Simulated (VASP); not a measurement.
# YbCu2Te4 (I-42m) in VASP: single point with PBE

Aim: the single point of YbCu2Te4 with PBE.

Program: VASP 6.6.1. These are calculated values, not measurements. Logs are shortened: lines on timing, memory, paths and dates and some standing lists are left out, and cuts for length are marked.

**1. The cell of the first run**

It takes space group I-42m (No. 121, tetragonal). Conventional cell: a = 5.879 Å, b = 5.879 Å, c = 12.293 Å, α = 90.00°, β = 90.00°, γ = 90.00°. Yb (site symmetry -42m) has 4 Te at 3.10 Å and 8 Cu at 4.25 Å within 4.3 Å. Within 3.4 Å of Cu (site symmetry -4) lie 4 Te at 2.55 Å. Te (site symmetry m) has 2 Cu at 2.55 Å and 1 Yb at 3.10 Å and 1 Te at 3.11 Å within 3.4 Å.

The cell was generated, and may not be a known phase.

**2. Single point, PBE, collinear spin, ferromagnetic start**

Input file INCAR:

```
SYSTEM = YbCu2Te4
PREC = Accurate
ENCUT = 600
EDIFF = 1E-6
ISMEAR = 0
SIGMA = 0.1
LREAL = .False.
LASPH = .True.
NELM = 200
ALGO = Normal
ISIF = 2
LWAVE = .False.
LCHARG = .False.
ISPIN = 2
MAGMOM = 1 0 0 0 0 0 0
LORBIT = 11
LMAXMIX = 6
GGA = PE
NBANDS = 48
GGA_COMPAT = .False.
```

Input file KPOINTS:

```
Automatic mesh
0
Gamma
  4 4 4
  0 0 0
```

Input file POSCAR:

```
YbCu2Te4
1.0
   -2.9396141607      2.9396141607      6.1464314054
    2.9396141607     -2.9396141607      6.1464314054
    2.9396141607      2.9396141607     -6.1464314054
Yb Cu Te
1 2 4
Direct
    0.5000000000      0.5000000000      0.0000000000
    0.7500000000      0.2500000000      0.5000000000
    0.2500000000      0.7500000000      0.5000000000
    0.0498175007      0.0498175007      0.3745356564
    0.3247181557      0.9501824993      0.0000000000
    0.6752818443      0.6752818443      0.6254643436
    0.9501824993      0.3247181557      0.0000000000
```

Potentials or basis: VASP PAW PBE potentials, release 64 (Yb, Cu, Te).

Run with:

```bash
cat potpaw_PBE.64/Yb/POTCAR potpaw_PBE.64/Cu/POTCAR potpaw_PBE.64/Te/POTCAR > POTCAR
mpirun -np 1 vasp_std > vasp.out
```

OUTCAR:

```text
SYSTEM = YbCu2Te4
   PREC = Accurate
   ENCUT = 600
   EDIFF = 1E-6
   ISMEAR = 0
   LREAL = .False.
   LASPH = .True.
   NELM = 200
   ISIF = 2
   ISPIN = 2
   LORBIT = 11
   GGA = PE

 ion  position               nearest neighbor table
   1  0.500  0.500  0.000-   6 3.10   5 3.10   7 3.10   4 3.10
   2  0.750  0.250  0.500-   4 2.55   6 2.55   7 2.55   5 2.55
   3  0.250  0.750  0.500-   4 2.55   5 2.55   6 2.55   7 2.55
   4  0.050  0.050  0.375-   2 2.55   3 2.55   1 3.10   6 3.11
   5  0.325  0.950  0.000-   2 2.55   3 2.55   1 3.10   7 3.11
   6  0.675  0.675  0.625-   2 2.55   3 2.55   1 3.10   4 3.11
   7  0.950  0.325  0.000-   3 2.55   2 2.55   1 3.10   5 3.11

  LATTYP: Found a body centered tetragonal cell.
 ALAT       =     5.8792283214
 C/A-ratio  =     2.0908973319

  Lattice vectors:

 A1 = (  -2.9396141607,   2.9396141607,   6.1464314054)
 A2 = (   2.9396141607,  -2.9396141607,   6.1464314054)
 A3 = (   2.9396141607,   2.9396141607,  -6.1464314054)

Analysis of symmetry for initial positions (statically):
=====================================================================
 Subroutine PRICEL returns:
 Original cell was already a primitive cell.

 Routine SETGRP: Setting up the symmetry group for a
 body centered tetragonal supercell.

 Subroutine GETGRP returns: Found  8 space group operations
 (whereof  8 operations were pure point group operations)
 out of a pool of 16 trial point group operations.

The static configuration has the point symmetry D_2d.

Analysis of symmetry for dynamics (positions and initial velocities):
=====================================================================
 Subroutine PRICEL returns:
 Original cell was already a primitive cell.

 Routine SETGRP: Setting up the symmetry group for a
 body centered tetragonal supercell.

 Subroutine GETGRP returns: Found  8 space group operations
 (whereof  8 operations were pure point group operations)
 out of a pool of 16 trial point group operations.

The dynamic configuration has the point symmetry D_2d.

Analysis of structural, dynamic, and magnetic symmetry:
=====================================================================
 Subroutine PRICEL returns:
 Original cell was already a primitive cell.

 Routine SETGRP: Setting up the symmetry group for a
 body centered tetragonal supercell.
[... 144 lines left out ...]

 Free energy of the ion-electron system (eV)
  ---------------------------------------------------
  ext. energy  EPLUGINS =         0.00000000
  ---------------------------------------------------
  free energy    TOTEN  =       -25.33313646 eV

  energy without entropy =      -25.31946436  energy(sigma->0) =      -25.32630041

 E-fermi :   4.2540     XC(G=0):  -9.0948

 val. band max:        4.2223587718   @ k =   0.5000   0.5000   0.0000
 cond. band min:       4.2942819231   @ k =   0.5000   0.5000   0.0000
 fundamental gap:      0.0719231513
 Fermi energy:         4.2540080348

 spin component 1

 k-point     1 :       0.0000    0.0000    0.0000
  band No.  band energies     occupation
      1     -47.4917      1.00000
      2     -19.9191      1.00000
      3     -19.8306      1.00000
      4     -19.8306      1.00000
      5      -7.8296      1.00000
      6      -6.6723      1.00000
[... 639 lines left out ...]
     46      10.0152      0.00000
     47      10.2858      0.00000
 Fermi energy:         4.2540080348

 spin component 2

 k-point     1 :       0.0000    0.0000    0.0000
  band No.  band energies     occupation
      1     -47.4918      1.00000
      2     -19.9192      1.00000
      3     -19.8307      1.00000
      4     -19.8307      1.00000
      5      -7.8296      1.00000
      6      -6.6723      1.00000
[... 639 lines left out ...]
     46      10.0152      0.00000
     47      10.2858      0.00000
 [bands above 47 left out]

------------------------ aborting loop because EDIFF is reached ----------------------------------------

  FORCE on cell =-STRESS in cart. coord.  units (eV):
  Direction    XX          YY          ZZ          XY          YZ          ZX
  --------------------------------------------------------------------------------------
  -------------------------------------------------------------------------------------
  Total       -0.1232237     -0.1232237      0.1076070      0.0000000     -0.0000000      0.0000000
  in kB       -0.9292681     -0.9292681      0.8114980      0.0000000     -0.0000000      0.0000000
  external PRESSURE =      -0.3490127 kB  Pullay stress =       0.0000000 kB

 VOLUME and BASIS-vectors are now :
 -----------------------------------------------------------------------------
  energy-cutoff  :      600.00
  volume of cell :      212.45
      direct lattice vectors                 reciprocal lattice vectors
    -2.939614161  2.939614161  6.146431405     0.000000000  0.170090350  0.081348016
     2.939614161 -2.939614161  6.146431405     0.170090350  0.000000000  0.081348016
     2.939614161  2.939614161 -6.146431405     0.170090350  0.170090350  0.000000000

 POSITION                                       TOTAL-FORCE (eV/Angst)
 -----------------------------------------------------------------------------------
      0.00000      0.00000      6.14643         0.000000     -0.000000     -0.000000
     -0.00000      2.93961      3.07322         0.000000     -0.000000     -0.000000
      2.93961     -0.00000      3.07322         0.000000     -0.000000     -0.000000
      1.10099      1.10099     -1.68966        -0.039755     -0.039755      0.037073
      1.83862     -1.83862      7.83609         0.039755     -0.039755     -0.037073
      1.83862      1.83862      4.45677         0.039755      0.039755      0.037073
     -1.83862      1.83862      7.83609        -0.039755      0.039755     -0.037073
 -----------------------------------------------------------------------------------
    total drift:                               -0.000001     -0.000001     -0.000001

  FREE ENERGIE OF THE ION-ELECTRON SYSTEM (eV)
  ---------------------------------------------------
  free  energy   TOTEN  =       -25.3331364601 eV

  energy  without entropy=      -25.3194643583  energy(sigma->0) =      -25.32630041

 total charge

# of ion       s       p       d       f       tot
--------------------------------------------------
    1        2.153   5.985   0.256  13.643  22.037
    2        0.417   0.373   9.175   0.000   9.965
    3        0.417   0.373   9.175   0.000   9.965
    4        1.375   1.958   0.039   0.000   3.372
    5        1.375   1.958   0.039   0.000   3.372
    6        1.375   1.958   0.039   0.000   3.372
    7        1.375   1.958   0.039   0.000   3.372
--------------------------------------------------
tot          8.488  14.561  18.761  13.643  55.453

 magnetization (x)

# of ion       s       p       d       f       tot
--------------------------------------------------
    1        0.000   0.000   0.000  -0.000  -0.000
    2       -0.000  -0.000   0.000   0.000  -0.000
    3       -0.000  -0.000   0.000   0.000  -0.000
    4        0.000   0.000  -0.000   0.000   0.000
    5        0.000   0.000  -0.000   0.000   0.000
    6        0.000   0.000  -0.000   0.000   0.000
    7        0.000   0.000  -0.000   0.000   0.000
--------------------------------------------------
tot          0.000   0.000   0.000  -0.000  -0.000
```

OSZICAR:

```text
N       E                     dE             d eps       ncg     rms          rms(c)
DAV:   1     0.618983111899E+03    0.61898E+03   -0.27213E+04  3632   0.698E+03
DAV:   2     0.106156226845E+03   -0.51283E+03   -0.47734E+03  3752   0.101E+03
DAV:   3    -0.906107951095E+01   -0.11522E+03   -0.11115E+03  3280   0.250E+02
DAV:   4    -0.241453099356E+02   -0.15084E+02   -0.14827E+02  3968   0.869E+01
[... 13 lines left out ...]
DAV: 127    -0.253331445607E+02    0.54066E-05   -0.17031E-06  1792   0.448E-02    0.149E-01
DAV: 128    -0.253331420688E+02    0.24919E-05   -0.75589E-07  1576   0.242E-02    0.127E-01
DAV: 129    -0.253331363702E+02    0.56985E-05   -0.10717E-05  3032   0.109E-01    0.104E-01
DAV: 130    -0.253331364601E+02   -0.89860E-07   -0.10872E-06  1776   0.269E-02
   1 F= -.25333136E+02 E0= -.25326300E+02  d E =-.136721E-01  mag=    -0.0001
```

stdout:

```text
POSCAR found type information on POSCAR YbCuTe
 POSCAR found :  3 types and       7 ions
 scaLAPACK will be used
 LDA part: xc-table for (Slater+PW92), standard interpolation
 POSCAR, INCAR and KPOINTS ok, starting setup
 FFT: planning ... GRIDC
 FFT: planning ... GRID_SOFT
 FFT: planning ... GRID
 WAVECAR not read
 entering main loop
```

Wall time 83 min (1 thread of Intel Xeon Platinum 8259CL at 2.50GHz (Skylake/Cascade Lake), shared host); peak memory 0.84 GiB.

Results:

```yaml
Free_energy: -25.3331 eV
Pressure: 0.0 GPa
Largest_force: 0.067 eV/Å
Band_gap_on_the_k_mesh: zero (filled and empty bands overlap)
Net_moment: 0.00 μB per cell
Valence_electrons_inside_the_program's_atomic_spheres: Yb 22.04; Cu 9.96; Te 3.37
```

Forces in eV/Å, atoms in the order of the input:
```
Yb   0.000  0.000  0.000
Cu   0.000  0.000  0.000
Cu   0.000  0.000  0.000
Te  -0.040 -0.040  0.037
Te   0.040 -0.040 -0.037
Te   0.040  0.040  0.037
Te  -0.040  0.040 -0.037
```

Levels at points of the mesh, in eV from the Fermi level:
Spin up:
```
           k point  band 32  band 33  band 34  band 35  band 36  band 37  band 38  band 39
(0.00, 0.00, 0.00)    -0.25    -0.22    -0.22     0.48     0.70     0.70     1.99     2.56
(0.50, 0.00, 0.00)    -0.24    -0.22    -0.21    -0.18     0.25     0.29     3.01     3.26
(0.50, 0.50, 0.00)    -0.23    -0.16    -0.03     0.04     0.26     0.46     2.91     2.97
(0.50, 0.50, 0.50)    -0.26    -0.22    -0.20    -0.20     0.30     0.30     2.28     2.67
```
Spin down:
```csv
k point,band 32,band 33,band 34,band 35,band 36,band 37,band 38,band 39
"(0.00, 0.00, 0.00)",-0.25,-0.22,-0.22,0.48,0.70,0.70,1.99,2.56
"(0.50, 0.00, 0.00)",-0.24,-0.22,-0.21,-0.18,0.25,0.29,3.01,3.26
"(0.50, 0.50, 0.00)",-0.23,-0.16,-0.03,0.04,0.26,0.46,2.91,2.97
"(0.50, 0.50, 0.50)",-0.26,-0.22,-0.20,-0.20,0.30,0.30,2.28,2.67
```

Caveat: spin-orbit coupling is left out, which moves the levels of the heavy elements. The state reached can hang on the start; a lower one may exist.

The gap in the log of VASP goes by the Fermi energy; the results here count the filled bands.